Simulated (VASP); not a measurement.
# Na (Fd-3m) in VASP: a series of runs, part 2 of 2

VASP 6.6.1. The steps go on from the part before.

## Step 3: Relaxation of cell and atoms, PBEsol, target pressure 30 GPa, at which the enthalpy is minimised

INCAR

```
SYSTEM = Na
PREC     = Accurate       ! precision mode
ENCUT    = 600            ! plane-wave cutoff, eV
EDIFF    = 1E-6           ! SCF threshold, eV
ISMEAR   = -1             ! smearing method
SIGMA    = 0.05           ! smearing width, eV
LREAL    = .FALSE.        ! projectors in reciprocal space
LASPH    = .TRUE.         ! aspherical terms in the spheres
NELM     = 60             ! most SCF steps
ALGO     = Normal         ! electronic algorithm
ISIF     = 3              ! what is computed and relaxed
LWAVE    = .FALSE.        ! write WAVECAR
LCHARG   = .FALSE.        ! write CHGCAR
GGA      = PS             ! functional
IBRION   = 2              ! ionic algorithm
NSW      = 80             ! ionic steps
EDIFFG   = -0.02          ! ionic threshold
PSTRESS  = 300.0
```

KPOINTS

```
regular mesh
0
G
  11 11 11
  0 0 0
```

POSCAR

```
Na
1.0
    0.0000000000      3.7100000000      3.7100000000
    3.7100000000      0.0000000000      3.7100000000
    3.7100000000      3.7100000000      0.0000000000
Na
2
Direct
    0.0000000000      0.0000000000      0.0000000000
    0.2500000000      0.2500000000      0.2500000000
```

Potentials or basis: VASP PAW PBE potentials, release 64 (Na_pv).

On the command line:

```console
cat potpaw_PBE.64/Na_pv/POTCAR > POTCAR
mpirun -np 1 vasp_std > vasp.out
```

OUTCAR:

```text
SYSTEM = Na
   PREC = Accurate
   ENCUT = 600
   EDIFF = 1E-6
   ISMEAR = -1
   LREAL = .FALSE.
   LASPH = .TRUE.
   NELM = 60
   ISIF = 3
   GGA = PS
   IBRION = 2
   NSW = 80
   EDIFFG = -0.02
   PSTRESS = 300.0

 ion  position               nearest neighbor table
   1  0.000  0.000  0.000-
   2  0.250  0.250  0.250-

  LATTYP: Found a face centered cubic cell.
 ALAT       =     7.4200000000

  Lattice vectors:

 A1 = (   0.0000000000,   3.7100000000,   3.7100000000)
 A2 = (   3.7100000000,   0.0000000000,   3.7100000000)
 A3 = (   3.7100000000,   3.7100000000,   0.0000000000)

Analysis of symmetry for initial positions (statically):
=====================================================================
[... 161 lines left out ...]
 maximum number of plane-waves:      3479
 NGX is ok and might be reduce to    42
   NGX = 21   NGY = 21   NGZ = 21

--------------------------------------- Ionic step        1  -------------------------------------------

 number of electron      14.0000007 magnetization

 Free energy of the ion-electron system (eV)
  ---------------------------------------------------
  ext. energy  EPLUGINS =         0.00000000
  ---------------------------------------------------
  free energy    TOTEN  =        -2.09537188 eV

  energy without entropy =       -2.08575148  energy(sigma->0) =       -2.09056168

 E-fermi :  -0.4941     XC(G=0):  -5.6615

 val. band max:       -0.5589733157   @ k =  -0.3636   0.3636   0.0909
 cond. band min:      -0.4626840218   @ k =  -0.4545   0.1818   0.0909
 fundamental gap:      0.0962892939
 Fermi energy:        -0.4941169177
[... 1177 lines left out ...]
--------------------------------------- Ionic step        5  -------------------------------------------

 number of electron      13.9999998 magnetization

 Free energy of the ion-electron system (eV)
  ---------------------------------------------------
  ext. energy  EPLUGINS =         0.00000000
  ---------------------------------------------------
  free energy    TOTEN  =         0.53643413 eV

  energy without entropy =        0.54036412  energy(sigma->0) =        0.53839913

 E-fermi :   4.5259     XC(G=0):  -9.2327

 val. band max:        4.5192639684   @ k =  -0.4545   0.4545   0.0000
 cond. band min:       4.5636114167   @ k =  -0.4545   0.4545   0.0000
 fundamental gap:      0.0443474483
 Fermi energy:         4.5258683994
[... 369 lines left out ...]
  energy  without entropy=        0.5403641226  energy(sigma->0) =        0.53839913

  enthalpy is  TOTEN    =         6.5683029874 eV   P V=        6.0318688580

 reached required accuracy - stopping structural energy minimisation
```

OSZICAR:

```text
N       E                     dE             d eps       ncg     rms          rms(c)
DAV:   1     0.908511083160E+02    0.90851E+02   -0.78966E+03  1240   0.122E+03
DAV:   2     0.123851728704E+01   -0.89613E+02   -0.89235E+02  1256   0.301E+02
DAV:   3    -0.204882500859E+01   -0.32873E+01   -0.32853E+01  1400   0.741E+01
DAV:   4    -0.210095077531E+01   -0.52126E-01   -0.52123E-01  1402   0.101E+01
[... 43 lines left out ...]
DAV:   3     0.533517380369E+00    0.43619E-01   -0.56958E-02  1425   0.557E+00    0.161E-01
DAV:   4     0.536404534417E+00    0.28872E-02   -0.34097E-03  1394   0.139E+00    0.141E-02
DAV:   5     0.536432401021E+00    0.27867E-04   -0.70552E-05  1733   0.166E-01    0.423E-03
DAV:   6     0.536434065633E+00    0.16646E-05   -0.13273E-06   820   0.254E-02    0.128E-03
DAV:   7     0.536434129350E+00    0.63716E-07   -0.16036E-07   655   0.688E-03
   5 F= 0.65683030E+01 E0= 0.65702680E+01  d E =-.104596E+02
```

CONTCAR:

```text
Na
   1.00000000000000
     0.0000000000000000    2.5254401125365185    2.5254401125365185
     2.5254401125365185    0.0000000000000000    2.5254401125365185
     2.5254401125365185    2.5254401125365185    0.0000000000000000
  Na
     2
Direct
     0.0000000000000000    0.0000000000000000    0.0000000000000000
     0.2500000000000000    0.2500000000000000    0.2500000000000000

  0.00000000E+00  0.00000000E+00  0.00000000E+00
  0.00000000E+00  0.00000000E+00  0.00000000E+00
```

Wall time 3.3 min (1 thread of Intel Xeon Platinum 8488C (Sapphire Rapids), shared host); peak memory 0.3 GiB.

What came out:

| Item | Value |
| --- | --- |
| Free energy | 0.5364 eV |
| Relaxed volume | 16.11 Å³/atom |
| Relaxed cell | a = 3.572 Å, b = 3.572 Å, c = 3.572 Å, α = 60.00°, β = 60.00°, γ = 60.00° |
| Space group after relaxing (to 0.05 Å) | Fd-3m (No. 227) |
| Energy change on relaxing (the enthalpy is what falls) | +1315.9 meV/atom |
| Ionic steps | 5 |
| Pressure after relaxing | 30.0 GPa |
| Band gap on the k mesh | zero (band 7 reaches 4.67 eV, above the bottom of band 8 at 4.14 eV) |

Step by step:
```
step  energy change (eV)  largest force (eV/Å)  pressure (GPa)  volume (Å³)
   1              0.0000                0.0000            0.08       102.13
   2             10.8876                0.0000          210.32        16.08
   3              2.0053                0.0000           21.80        36.13
   4              2.3530                0.0000           26.27        33.80
   5              2.6318                0.0000           30.03        32.21
```

Final structure:
```
Na
1.0
     0.00000    2.52544    2.52544
     2.52544    0.00000    2.52544
     2.52544    2.52544    0.00000
Na
2
Direct
  0.00000 0.00000 0.00000
  0.25000 0.25000 0.25000
```

Levels at points of the mesh, in eV from the Fermi level:
```
           k point  band 5  band 6  band 7  band 8  band 9  band 10
(0.00, 0.00, 0.00)  -26.47  -26.47   -5.65    9.55    9.55     9.55
```

Caveat: the cell is relaxed towards a set pressure, so the enthalpy falls and the energy may rise; the volume moved by over 15 % at a fixed basis, so the end points are rough; the PAW data sets were made with another functional, which shifts forces and pressure a little.
